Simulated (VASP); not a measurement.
A run of VASP 6.6.1:

INCAR

```
SYSTEM = Al4Cu
PREC     = Accurate       ! precision mode
ENCUT    = 520            ! plane-wave cutoff, eV
EDIFF    = 1E-6           ! SCF threshold, eV
ISMEAR   = 0              ! smearing method
SIGMA    = 0.1            ! smearing width, eV
LREAL    = .FALSE.        ! projectors in reciprocal space
LASPH    = .TRUE.         ! aspherical terms in the spheres
NELM     = 80             ! most SCF steps
ALGO     = Normal         ! electronic algorithm
ISIF     = 2              ! what is computed and relaxed
LWAVE    = .FALSE.        ! write WAVECAR
LCHARG   = .FALSE.        ! write CHGCAR
GGA      = PE             ! functional
NBANDS   = 20             ! bands
```

Contents of KPOINTS:

```
regular mesh
0
G
  4 4 4
  0 0 0
```

File POSCAR:

```
Al4Cu
1.0
   -2.8707435300      2.8707435300      2.8707435300
    2.8707435300     -2.8707435300      2.8707435300
    2.8707435300      2.8707435300     -2.8707435300
Al Cu
4 1
Direct
    0.3495999900      0.3495999900      0.3495999900
    0.6504000100      0.0000000000      0.0000000000
    0.0000000000      0.0000000000      0.6504000100
    0.0000000000      0.6504000100      0.0000000000
    0.0000000000      0.0000000000      0.0000000000
```

Potentials or basis: VASP PAW PBE potentials, release 64 (Al, Cu).

Command:

```console
$ cat potpaw_PBE.64/Al/POTCAR potpaw_PBE.64/Cu/POTCAR > POTCAR
$ mpirun -np 1 vasp_std > vasp.out
```

Hardware: 1 thread of Intel(R) Xeon(R) Platinum 8259CL CPU @ 2.50GHz (Skylake/Cascade Lake) (shared host).

Problem. How long does it take, and how much memory?

Solution. It took 24 s on 1 thread of Intel(R) Xeon(R) Platinum 8259CL CPU @ 2.50GHz (Skylake/Cascade Lake) (shared host), peak memory 0.23 GiB. Counts: scf iterations 14, k points 8.
